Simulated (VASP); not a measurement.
Ga, 2 atoms in the cell. Symmetry: Cmcm, No. 63, orthorhombic system. The conventional cell has a = 2.678 Å, b = 7.812 Å, c = 3.033 Å, α = 90.00°, β = 90.00°, γ = 90.00°. Ga (site symmetry m2m) has 10 Ga at 2.59 to 3.03 Å within 3.4 Å. 

```yaml
Program: VASP 6.6.1
Task: single point
Functional: PBEsol
Potentials_or_basis: VASP PAW PBE potentials, release 64 (Ga_d)
Cutoff: 520 eV
k_mesh: 10 × 10 × 8
Occupations: fermi-dirac, width 0.05 eV
Spin: no spin polarisation
Dipole_correction: no
Further_INCAR_settings: ALGO = Normal; EDIFF = 1e-06; NBANDS = 20
```

Potentials or basis: VASP PAW PBE potentials, release 64 (Ga_d).

Launch:

```sh
$ cat potpaw_PBE.64/Ga_d/POTCAR > POTCAR
$ mpirun -np 1 vasp_std > vasp.out
```

Hardware: 1 thread of Intel Xeon 8259CL, on a shared host.

Q: Estimate the wall time of this run.

A: Run time: 110 s on 1 thread of Intel Xeon 8259CL, on a shared host, peak memory 0.22 GiB. Counts: scf iterations 10, k points 155.
